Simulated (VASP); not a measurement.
A run of VASP 6.6.1 is set up as follows.

POSCAR

```
Si
1.0
   -3.3474677417      3.3474677417      1.9351170619
    3.3474677417     -3.3474677417      1.9351170619
    3.3474677417      3.3474677417     -1.9351170619
Si
4
Direct
    0.8211989400      0.1788010600      0.0000000000
    0.1788010600      0.8211989400      0.0000000000
    0.8211989400      0.8211989400      0.6423978800
    0.1788010600      0.1788010600      0.3576021200
```

The input INCAR.step1:

```
SYSTEM = Si
ALGO = Normal
EDIFF = 1E-4
ENCUT = 520
GGA = PE
ISMEAR = -1
LASPH = .TRUE.
LCHARG = .FALSE.
LREAL = .FALSE.
LWAVE = .TRUE.
NBANDS = 16
NELM = 80
PREC = Accurate
SIGMA = 0.05
```

The input INCAR.step2:

```
SYSTEM = Si
ALGO = Normal
EDIFF = 1E-6
ENCUT = 520
ISIF = 2
ISMEAR = -1
ISTART = 1
LASPH = .TRUE.
LCHARG = .TRUE.
LELF = .TRUE.
LMIXTAU = .TRUE.
LREAL = .FALSE.
LVHAR = .TRUE.
LWAVE = .FALSE.
METAGGA = R2SCAN
NBANDS = 16
NELM = 80
PREC = Accurate
SIGMA = 0.05
```

The input KPOINTS:

```
k-points
0
G
  8 8 8
  0 0 0
```

Potentials or basis: VASP PAW PBE potentials, release 64 (Si).

The run is started by

```console
$ cat potpaw_PBE.64/Si/POTCAR > POTCAR
$ cp INCAR.step1 INCAR
$ mpirun -np 1 vasp_std > vasp.out
$ cp INCAR.step2 INCAR
$ mpirun -np 1 vasp_std > vasp.out
```

Problem. Estimate the largest force.

Solution. 0.027 eV/Å.

Problem. What does it give for the pressure?

Solution. -1.8 GPa.

Problem. Estimate the band gap on the k mesh.

Solution. 0.48 eV (least direct gap 0.61 eV).

Forces on the atoms (eV/Å):
```
Si  -0.019  0.019  0.000
Si   0.019 -0.019  0.000
Si   0.019  0.019  0.000
Si  -0.019 -0.019  0.000
```

Caveat: the PAW data sets were made with another functional, which shifts forces and pressure a little. A k mesh can miss the band edges.
